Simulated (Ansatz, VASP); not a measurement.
## Re: VASP beside Ansatz

Contents of INCAR:

```
  ALGO = Fast
  EDIFF = 1E-6
  EDIFFG = -0.005
  ENCUT = 600
  GGA = CA
  IBRION = 2
  ISIF = 3
  ISMEAR = 0
  LASPH = True
  LCHARG = False
  LREAL = False
  LWAVE = False
  NELM = 80
  NSW = 70
  PREC = Accurate
  SIGMA = 0.1
```

The input KPOINTS:

```
k-points
0
Gamma
  18 18 10
```

The input POSCAR:

```
Re
1.0
    2.7748870829      0.0000000000      0.0000000000
   -1.3874435415      2.4031227065      0.0000000000
    0.0000000000      0.0000000000      4.4841279362
Re
2
Direct
    0.3333333333      0.6666666667      0.2500000000
    0.6666666667      0.3333333333      0.7500000000
```

Input for Ansatz:

```yaml
crystal:
  lattice:
    - [2.7748870829, 0.0, 0.0]
    - [-1.3874435415, 2.4031227065, 0.0]
    - [0.0, 0.0, 4.4841279362]
  atoms:
    - { symbol: Re, position: [0.3333333333, 0.6666666667, 0.25] }
    - { symbol: Re, position: [0.6666666667, 0.3333333333, 0.75] }
basis:
  ecutwfc: 420
kpoints:
  mp_grid: { grid: [18, 18, 10] }
hamiltonian:
  xc: lda
scf:
  occupations: { method: gaussian, width: 0.1 }
output:
  forces: true
  stress: true
  eigenvalues: true
  write_density: true
  write_potential: true
  elf: true
  volumetric_format: npy
relax:
  adjacent_minimum: "off"
  f_tol: 0.005
  max_steps: 50
  cell: { stress_tol: 0.05 }
```

Alike in both runs: task relaxation of cell and atoms; functional LDA; k mesh 18 × 18 × 10; occupations gaussian, width 0.1 eV; no spin polarisation.

|  | VASP | Ansatz |
| --- | --- | --- |
| version | VASP 6.6.1 | Ansatz 0.2.0 |
| potentials or method | VASP PAW LDA potentials, release 64 (Re), cutoff 600 eV | scalar-relativistic, plane waves, PAW |
| valence electrons in the cell | 14 | 30 |

VASP gave:

```
gap on the k mesh at the Fermi level, each at its own relaxed structure (eV) : none
relaxed volume (Å³/atom)                                                     : 14.39
relaxed cell length with the largest relative difference (Å)                 : 2.741
```

Problem. What did Ansatz give for the same quantities?

Solution. gap on the k mesh at the Fermi level, each at its own relaxed structure (eV): none; relaxed volume (Å³/atom): 14.33; relaxed cell length with the largest relative difference (Å): 2.737.

LDA's correlation is that of Perdew and Zunger in VASP and of Perdew and Wang (1992) in Ansatz. A gap of «none» marks a metal or a gap that the smearing closes. VASP's potentials hold 14 valence electrons a cell and Ansatz's 30, so a difference there can come from the potentials and not from the codes.

Neither program's run includes spin-orbit coupling.
